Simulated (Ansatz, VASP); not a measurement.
# One calculation of CdSe, two programs

The input INCAR:

```
  PREC = Accurate
  ENCUT = 520
  EDIFF = 1E-7
  ISMEAR = -1
  SIGMA = 0.03
  LREAL = False
  LASPH = True
  NELM = 60
  ALGO = Normal
  ISIF = 2
  LWAVE = False
  LCHARG = False
  GGA = PE
  NBANDS = 16
```

KPOINTS

```
regular mesh
0
Gamma
  8 8 8
```

File POSCAR:

```
CdSe
1.0
    0.0000000000      2.9781630626      3.0702711986
    2.9781630626      0.0000000000      3.0702711986
    2.9781630626      2.9781630626      0.0000000000
Cd Se
1 1
Direct
    0.0000000000      0.0000000000      0.0000000000
    0.2500000000      0.2500000000      0.2500000000
```

Input for Ansatz:

```yaml
crystal:
  lattice:
    - [0.0, 2.9781630626, 3.0702711986]
    - [2.9781630626, 0.0, 3.0702711986]
    - [2.9781630626, 2.9781630626, 0.0]
  atoms:
    - { symbol: Cd, position: [0.0, 0.0, 0.0] }
    - { symbol: Se, position: [0.25, 0.25, 0.25] }
kpoints:
  mp_grid: { grid: [8, 8, 8] }
  band_path:
    path:
      - [0.0, 0.0, 0.0]
      - [0.5, 0.0, 0.5]
      - [0.75, 0.25, 0.5]
      - [0.5, 0.5, 0.5]
      - [0.0, 0.0, 0.0]
      - [0.5, 0.5, 0.0]
      - [0.6323875, 0.6323875, 0.264775]
      - [0.3676125, 0.3676125, 0.735225]
      - [0.0, 0.0, 0.0]
    npoints: 5
scf:
  occupations: { method: fermi_dirac, width: 0.03 }
hamiltonian:
  xc: pbe
  pseudopotentials: { kind: all_electron, lapw: { basis_error: 0.001 } }
output:
  forces: true
  stress: true
  eigenvalues: true
```

Change from the starting cell: equal xx and yy strain of -3 %.

Alike in both runs: task single point; functional PBE; k mesh 8 × 8 × 8; occupations fermi-dirac, width 0.03 eV; no spin polarisation.

```csv
,VASP,Ansatz
version,VASP 6.6.1,Ansatz 0.2.0
potentials or method,"VASP PAW PBE potentials, release 64 (Cd, Se), cutoff 520 eV","all-electron LAPW, scalar-relativistic"
```

```csv
,VASP,Ansatz,Ansatz less VASP
pressure (GPa),5.2,4.8,-0.34
"traceless stress, the component that is largest in VASP (GPa)",-0.27,-0.28,-0.007
```

Ansatz ran all-electron here, and VASP with PAW potentials.
